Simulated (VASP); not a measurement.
# Ni (Im-3m) in VASP: further runs

Ni is run at these levels: PBE; tasks: single point.

Program: VASP 6.6.1. These are calculated values, not measurements. Logs are shortened: lines on timing, memory, paths and dates and some standing lists are left out, and cuts for length are marked.

### 1 The cell of the first run

It takes space group Im-3m (No. 229, cubic). The conventional cell has a = 2.806 Å, b = 2.806 Å, c = 2.806 Å, α = 90.00°, β = 90.00°, γ = 90.00°. Within 3.2 Å of Ni (site symmetry m-3m) lie 14 Ni at 2.43 to 2.81 Å.

This isn't the form of Ni at room conditions, which is fcc.

### 2 Single point, PBE, collinear spin, ferromagnetic start (11.04 Å³/atom)

File INCAR:

```
SYSTEM = Ni
ALGO = Normal ; EDIFF = 1E-6
ENCUT = 600 ; GGA = PE
GGA_COMPAT = .FALSE. ; ISIF = 2
ISMEAR = 0 ; ISPIN = 2
LASPH = .TRUE. ; LCHARG = .TRUE.
LELF = .TRUE. ; LMAXMIX = 4
LORBIT = 11 ; LREAL = .FALSE.
LVHAR = .TRUE. ; LWAVE = .FALSE.
MAGMOM = 0.69 ; NBANDS = 15
NELM = 200 ; PREC = Accurate
SIGMA = 0.05
```

File KPOINTS:

```
k-points
0
G
  10 10 10
  0 0 0
```

File POSCAR:

```
Ni
1.0
   -1.4028443891      1.4028443891      1.4028443891
    1.4028443891     -1.4028443891      1.4028443891
    1.4028443891      1.4028443891     -1.4028443891
Ni
1
Direct
    0.0000000000      0.0000000000      0.0000000000
```

Potentials or basis: VASP PAW PBE potentials, release 64 (Ni).

Run with:

```console
$ cat potpaw_PBE.64/Ni/POTCAR > POTCAR
$ mpirun -np 1 vasp_std > vasp.out
```

OUTCAR:

```text
SYSTEM = Ni
   EDIFF = 1E-6
   ENCUT = 600
   GGA = PE
   ISIF = 2
   ISMEAR = 0
   ISPIN = 2
   LASPH = .TRUE.
   LORBIT = 11
   LREAL = .FALSE.
   NELM = 200
   PREC = Accurate

 ion  position               nearest neighbor table
   1  0.000  0.000  0.000-

  LATTYP: Found a body centered cubic cell.
 ALAT       =     2.8056887782

  Lattice vectors:

 A1 = (  -1.4028443891,   1.4028443891,   1.4028443891)
 A2 = (   1.4028443891,  -1.4028443891,   1.4028443891)
 A3 = (   1.4028443891,   1.4028443891,  -1.4028443891)

Analysis of symmetry for initial positions (statically):
=====================================================================
 Subroutine PRICEL returns:
 Original cell was already a primitive cell.

 Routine SETGRP: Setting up the symmetry group for a
 body centered cubic supercell.

 Subroutine GETGRP returns: Found 48 space group operations
 (whereof 48 operations were pure point group operations)
 out of a pool of 48 trial point group operations.

The static configuration has the point symmetry O_h .

Analysis of symmetry for dynamics (positions and initial velocities):
=====================================================================
 Subroutine PRICEL returns:
 Original cell was already a primitive cell.

 Routine SETGRP: Setting up the symmetry group for a
 body centered cubic supercell.

 Subroutine GETGRP returns: Found 48 space group operations
 (whereof 48 operations were pure point group operations)
 out of a pool of 48 trial point group operations.

The dynamic configuration has the point symmetry O_h .

Analysis of structural, dynamic, and magnetic symmetry:
=====================================================================
 Subroutine PRICEL returns:
 Original cell was already a primitive cell.

 Routine SETGRP: Setting up the symmetry group for a
 body centered cubic supercell.

 Subroutine GETGRP returns: Found 48 space group operations
 (whereof 48 operations were pure point group operations)
 out of a pool of 48 trial point group operations.

The overall configuration has the point symmetry O_h .

 Subroutine INISYM returns: Found 48 space group operations
 (whereof 48 operations are pure point group operations),
 and found     1 'primitive' translations

----------------------------------------------------------------------------------------

                                     Primitive cell

  volume of cell :      11.0430

  direct lattice vectors                    reciprocal lattice vectors
    -1.402844389  1.402844389  1.402844389     0.000000000  0.356418719  0.356418719
     1.402844389 -1.402844389  1.402844389     0.356418719  0.000000000  0.356418719
     1.402844389  1.402844389 -1.402844389     0.356418719  0.356418719  0.000000000

  length of vectors
     2.429797757  2.429797757  2.429797757     0.504052186  0.504052186  0.504052186

  position of ions in fractional coordinates (direct lattice)
     0.000000000  0.000000000  0.000000000

  ion indices of the primitive-cell ions
   primitive index   ion index
                 1           1

----------------------------------------------------------------------------------------

 KPOINTS: k-points

Automatic generation of k-mesh.
 Grid dimensions read from file:
 generate k-points for:   10   10   10

 Generating k-lattice:

  Cartesian coordinates                     Fractional coordinates (reciprocal lattice)
     0.000000000  0.035641872  0.035641872     0.100000000  0.000000000  0.000000000
     0.035641872  0.000000000  0.035641872     0.000000000  0.100000000  0.000000000
     0.035641872  0.035641872  0.000000000     0.000000000  0.000000000  0.100000000

  Length of vectors
     0.050405219  0.050405219  0.050405219

  Shift w.r.t. Gamma in fractional coordinates (k-lattice)
     0.000000000  0.000000000  0.000000000

 Subroutine IBZKPT returns following result:
 ===========================================

 Found     47 irreducible k-points:

 Following reciprocal coordinates:
            Coordinates               Weight
  0.000000  0.000000  0.000000      1.000000
  0.100000  0.000000  0.000000     12.000000
  0.200000  0.000000  0.000000     12.000000
  0.300000  0.000000  0.000000     12.000000
  0.400000  0.000000  0.000000     12.000000
  0.500000  0.000000  0.000000      6.000000
[... 16 lines left out ...]
  0.300000  0.300000  0.100000      8.000000
 -0.300000  0.300000  0.100000     24.000000
 [... further k-points ...]
   k-points           NKPTS =     47   k-points in BZ     NKDIM =     47   number of bands    NBANDS=     15
   number of dos      NEDOS =    301   number of ions     NIONS =      1
   total plane-waves  NPLWV =   8000
   dimension x,y,z NGX =    20 NGY =   20 NGZ =   20
   dimension x,y,z NGXF=    40 NGYF=   40 NGZF=   40
   ions per type =               1
   NGX,Y,Z   is equivalent  to a cutoff of  13.68, 13.68, 13.68 a.u.
   NGXF,Y,Z  is equivalent  to a cutoff of  27.37, 27.37, 27.37 a.u.
 SYSTEM =  Ni
   PREC   = accura    normal or accurate (medium, high low for compatibility)
   ISTART =      0    job   : 0-new  1-cont  2-samecut
   ICHARG =      2    charge: 1-file 2-atom 10-const
   ISPIN  =      2    spin polarized calculation?
   LNONCOLLINEAR =      F non collinear calculations
   LSORBIT =      F    spin-orbit coupling
   LASPH  =      T    aspherical Exc in radial PAW
   ENCUT  =  600.0 eV  44.10 Ry    6.64 a.u.   4.85  4.85  4.85*2*pi/ulx,y,z
   NELM   =    200;   NELMIN=  2; NELMDL= -5     # of ELM steps
   EDIFF  = 0.1E-05   stopping-criterion for ELM
   LREAL  =      F    real-space projection
   EDIFFG = 0.1E-04   stopping-criterion for IOM
   NSW    =      0    number of steps for IOM
   IBRION =     -1    ionic relax: 0-MD 1-quasi-New 2-CG
   NFREE  =      0    steps in history (QN), initial steepest desc. (CG)
   ISIF   =      2    stress and relaxation
   ISYM   =      2    0-nonsym 1-usesym 2-fastsym
   POTIM  = 0.5000    time-step for ionic-motion
   TEBEG  =    0.0;   TEEND  =   0.0 temperature during run
   PSTRESS=    0.0 pullay stress
   NELECT =      10.0000    total number of electrons
   NUPDOWN=      -1.0000    fix difference up-down
   EMIN   =  10.00;   EMAX   =-10.00  energy-range for DOS
   EFERMI =   0.00;   METHOD = LEGACY
   ISMEAR =     0;   SIGMA  =   0.05  broadening in eV -4-tet -1-fermi 0-gaus
   EFERMI_NEDOS =   21; number of points for ismear=-14 and -15
   IALGO  =     38    algorithm
   IMIX   =      4    mixing-type and parameters
     AMIX     =   0.40;   BMIX     =  1.00
     AMIX_MAG =   1.60;   BMIX_MAG =  1.00
  volume/ion in A,a.u.               =      11.04        74.52
  Fermi-wavevector in a.u.,A,eV,Ry     =   1.583843  2.993028 34.130992  2.508557
  Thomas-Fermi vector in A             =   2.683551
   LORBIT       =     11    0 simple, 1 ext, 2 COOP (PROOUT), +10 PAW based schemes
   GGA     = PE    functional components
   LHFCALC =     F    Hartree Fock is set to
   AEXX    =    0.0000 exact exchange contribution
   IVDW    =     0    specifies the selected vdW correction
   LEPSILON=     F    determine dielectric tensor
   LRPA    =     F    only Hartree local field effects (RPA)
 spin polarized calculation
 Gauss-broadening in eV      SIGMA  =   0.05
  energy-cutoff  :      600.00
  volume of cell :       11.04
 maximum number of plane-waves:       376
   NGX =  9   NGY =  9   NGZ =  9

 number of electron      10.0000000 magnetization       0.6900000

 number of electron       9.9999992 magnetization       0.5929396

 Free energy of the ion-electron system (eV)
  ---------------------------------------------------
  ext. energy  EPLUGINS =         0.00000000
  ---------------------------------------------------
  free energy    TOTEN  =        -5.37254110 eV

  energy without entropy =       -5.36971850  energy(sigma->0) =       -5.37112980

 E-fermi :   9.0581     XC(G=0): -13.1618

 val. band max:        9.0518805762   @ k =   0.4000   0.2000   0.0000
 cond. band min:       9.0596898794   @ k =   0.2000   0.2000   0.0000
 fundamental gap:      0.0078093033
 Fermi energy:         9.0581134334

 spin component 1

 k-point     1 :       0.0000    0.0000    0.0000
  band No.  band energies     occupation
      1       0.2560      1.00000
      2       6.7654      1.00000
      3       6.7654      1.00000
      4       6.7654      1.00000
      5       8.1782      1.00000
      6       8.1782      1.00000
      7      35.3453      0.00000
      8      35.3453      0.00000
      9      35.3453      0.00000
     10      40.1410      0.00000
     11      40.1410      0.00000
     12      40.9783      0.00000
     13      40.9783      0.00000
     14      40.9783      0.00000
     15      41.8319      0.00000

 k-point     2 :       0.1000    0.0000    0.0000
  band No.  band energies     occupation
      1       0.6628      1.00000
      2       6.6760      1.00000
      3       6.7571      1.00000
      4       6.9461      1.00000
      5       8.0930      1.00000
      6       8.1856      1.00000
      7      32.3530      0.00000
      8      34.4505      0.00000
      9      34.8110      0.00000
     10      37.5432      0.00000
     11      38.1830      0.00000
     12      38.5918      0.00000
     13      41.6527      0.00000
     14      43.1619      0.00000
     15      44.5379      0.00000
[... 365 lines left out ...]
      3       6.1443      1.00000
      4       8.3023      1.00000
      5       8.3023      1.00000
      6      15.6365      0.00000
      7      15.6365      0.00000
      8      17.6988      0.00000
      9      23.5098      0.00000
     10      42.7776      0.00000
     11      42.7776      0.00000
     12      48.9927      0.00000
     13      52.0124      0.00000
     14      52.0124      0.00000
     15      52.0399      0.00000

 k-point    24 :      -0.3000    0.3000    0.1000
  band No.  band energies     occupation
      1       3.6908      1.00000
      2       6.3611      1.00000
      3       6.6970      1.00000
      4       7.7157      1.00000
      5       8.0722      1.00000
      6       8.5599      1.00000
      7      22.3773      0.00000
      8      28.7618      0.00000
      9      29.1014      0.00000
     10      35.7200      0.00000
     11      36.2969      0.00000
     12      39.0681      0.00000
     13      49.0791      0.00000
     14      49.3028      0.00000
     15      52.6252      0.00000

 [... further k-points ...]

 spin component 2

 k-point     1 :       0.0000    0.0000    0.0000
  band No.  band energies     occupation
      1       0.2440      1.00000
      2       7.5002      1.00000
      3       7.5002      1.00000
      4       7.5002      1.00000
      5       8.6693      1.00000
      6       8.6693      1.00000
      7      35.2415      0.00000
      8      35.2415      0.00000
      9      35.2415      0.00000
     10      40.0655      0.00000
     11      40.0655      0.00000
     12      41.1681      0.00000
     13      41.1681      0.00000
     14      41.1681      0.00000
     15      41.9992      0.00000

 k-point     2 :       0.1000    0.0000    0.0000
  band No.  band energies     occupation
      1       0.6514      1.00000
      2       7.4037      1.00000
      3       7.4837      1.00000
      4       7.6879      1.00000
      5       8.5821      1.00000
      6       8.6773      1.00000
      7      32.3394      0.00000
      8      34.3700      0.00000
      9      34.7649      0.00000
     10      37.7257      0.00000
     11      38.3110      0.00000
     12      38.6070      0.00000
     13      41.6314      0.00000
     14      43.2791      0.00000
     15      44.6155      0.00000
[... 365 lines left out ...]
      3       6.6461      1.00000
      4       8.8436      1.00000
      5       8.8436      1.00000
      6      15.8929      0.00000
      7      15.8929      0.00000
      8      17.9177      0.00000
      9      23.6296      0.00000
     10      42.7375      0.00000
     11      42.7375      0.00000
     12      49.0796      0.00000
     13      52.0197      0.00000
     14      52.0197      0.00000
     15      52.4055      0.00000

 k-point    24 :      -0.3000    0.3000    0.1000
  band No.  band energies     occupation
      1       3.7575      1.00000
      2       7.0567      1.00000
      3       7.1824      1.00000
      4       8.3093      1.00000
      5       8.8632      1.00000
      6       9.0373      0.72230
      7      22.5299      0.00000
      8      28.9074      0.00000
      9      29.0801      0.00000
     10      35.7605      0.00000
     11      36.3921      0.00000
     12      39.1177      0.00000
     13      49.1065      0.00000
     14      49.3508      0.00000
     15      52.7198      0.00000

 [... further k-points ...]

------------------------ aborting loop because EDIFF is reached ----------------------------------------

  FORCE on cell =-STRESS in cart. coord.  units (eV):
  Direction    XX          YY          ZZ          XY          YZ          ZX
  --------------------------------------------------------------------------------------
  -------------------------------------------------------------------------------------
  Total       -0.0529067     -0.0529067     -0.0529067     -0.0000000      0.0000000     -0.0000000
  in kB       -7.6759614     -7.6759614     -7.6759614     -0.0000000      0.0000000     -0.0000000
  external PRESSURE =      -7.6759614 kB  Pullay stress =       0.0000000 kB

 VOLUME and BASIS-vectors are now :
 -----------------------------------------------------------------------------
  energy-cutoff  :      600.00
  volume of cell :       11.04
      direct lattice vectors                 reciprocal lattice vectors
    -1.402844389  1.402844389  1.402844389     0.000000000  0.356418719  0.356418719
     1.402844389 -1.402844389  1.402844389     0.356418719  0.000000000  0.356418719
     1.402844389  1.402844389 -1.402844389     0.356418719  0.356418719  0.000000000

 POSITION                                       TOTAL-FORCE (eV/Angst)
 -----------------------------------------------------------------------------------
      0.00000      0.00000      0.00000        -0.000000      0.000000      0.000000
 -----------------------------------------------------------------------------------
    total drift:                               -0.000000     -0.000000      0.000000

  FREE ENERGIE OF THE ION-ELECTRON SYSTEM (eV)
  ---------------------------------------------------
  free  energy   TOTEN  =        -5.3725410999 eV

  energy  without entropy=       -5.3697184979  energy(sigma->0) =       -5.37112980

 total charge

# of ion       s       p       d       tot
------------------------------------------
    1        0.485   0.475   8.329   9.289

 magnetization (x)

# of ion       s       p       d       tot
------------------------------------------
    1       -0.005  -0.016   0.623   0.602
```

Wall time 11 s (1 thread of Oxide Virtual Turin-like, shared host); peak memory 0.11 GiB.

Results:

* Free energy: -5.3725 eV
* Pressure: -0.8 GPa
* Net moment: 0.59 μB per cell
* Site moments: Ni +0.60 μB
* Valence electrons inside the program's atomic spheres: Ni 9.29

### 3 Single point, PBE, non-collinear spin, typed start, spin-orbit coupling (10.98 Å³/atom)

This run uses another cell than the first one, of 10.98 Å³/atom.

File INCAR:

```
SYSTEM = Ni
PREC = Accurate
ENCUT = 600
EDIFF = 1E-6
ISMEAR = 0
SIGMA = 0.05
LREAL = .FALSE.
LASPH = .TRUE.
NELM = 200
ALGO = Normal
ISIF = 2
LWAVE = .FALSE.
LCHARG = .FALSE.
MAGMOM = 0 0 0.65
LORBIT = 11
LSORBIT = .TRUE.
GGA_COMPAT = .FALSE.
LORBMOM = .TRUE.
LMAXMIX = 4
GGA = PE
NBANDS = 21
```

File KPOINTS:

```
Automatic mesh
0
G
  20 20 20
  0 0 0
```

File POSCAR:

```
Ni
1.0
   -1.4001771156      1.4001771156      1.4001771156
    1.4001771156     -1.4001771156      1.4001771156
    1.4001771156      1.4001771156     -1.4001771156
Ni
1
Direct
    0.0000000000      0.0000000000      0.0000000000
```

Potentials or basis: VASP PAW PBE potentials, release 64 (Ni).

Run with:

```console
$ cat potpaw_PBE.64/Ni/POTCAR > POTCAR
$ mpirun -np 1 vasp_ncl > vasp.out
```

Run time: 9.7 min. Hardware: 1 thread of Oxide Virtual Turin-like, shared host; peak memory 0.46 GiB.

The run converged. Its results:

* Free energy: -5.3873 eV
* Pressure: 0.1 GPa
* Net moment: 0.57 μB per cell
* Valence electrons inside the program's atomic spheres: Ni 9.30

Moments on the atoms (μB; x, y, z):
```
Ni  0.00 0.00 0.58
```

### 4 Single point, PBE, non-collinear spin, typed start, spin-orbit coupling (10.99 Å³/atom)

This run uses another cell than the first one, of 10.99 Å³/atom.

File INCAR:

```
ALGO = Normal
EDIFF = 1E-6
ENCUT = 600
GGA = PE
GGA_COMPAT = F
ISIF = 2
ISMEAR = 0
LASPH = T
LCHARG = F
LMAXMIX = 4
LNONCOLLINEAR = T
LORBIT = 11
LORBMOM = T
LREAL = F
LSORBIT = T
LWAVE = F
MAGMOM = 0 0 0.65
NBANDS = 21
NELM = 200
PREC = Accurate
SIGMA = 0.05
```

File KPOINTS:

```
k-points
0
Gamma
  20 20 20
```

File POSCAR:

```
Ni
1.0
   -1.4007566555      1.4007566555      1.4007566555
    1.4007566555     -1.4007566555      1.4007566555
    1.4007566555      1.4007566555     -1.4007566555
Ni
1
Direct
    0.0000000000      0.0000000000      0.0000000000
```

Run with:

```console
$ cat potpaw_PBE.64/Ni/POTCAR > POTCAR
$ mpirun -np 1 vasp_ncl > vasp.out
```

It took 11 min on 1 thread of Oxide Virtual Turin-like, shared host; peak memory 0.47 GiB.

It converged, with:

| Quantity | Value |
| --- | --- |
| Free energy | -5.3873 eV |
| Pressure | -0.2 GPa |
| Net moment | 0.57 μB per cell |
| Valence electrons inside the program's atomic spheres | Ni 9.30 |

Moments on the atoms (μB; x, y, z):
```
Ni  0.00 0.00 0.58
```

### 5 Summary

```csv
spin,cell,k mesh,pressure (GPa),moment (μB)
"collinear, ferromagnetic start","a = 2.430 Å, angles 109.5°, 1 atom",10 × 10 × 10,-0.8,0.59
"non-collinear, typed start, SOC","a = 2.425 Å, angles 109.5°, 1 atom",20 × 20 × 20,0.1,0.57
"non-collinear, typed start, SOC","a = 2.426 Å, angles 109.5°, 1 atom",20 × 20 × 20,-0.2,0.57
```

Alike in all rows: task single point; level PBE; potentials or basis VASP PAW PBE potentials, release 64 (Ni); cutoff (eV) 600; smearing gaussian 0.05 eV.

Absolute energies hang on the potentials; compare differences alone.
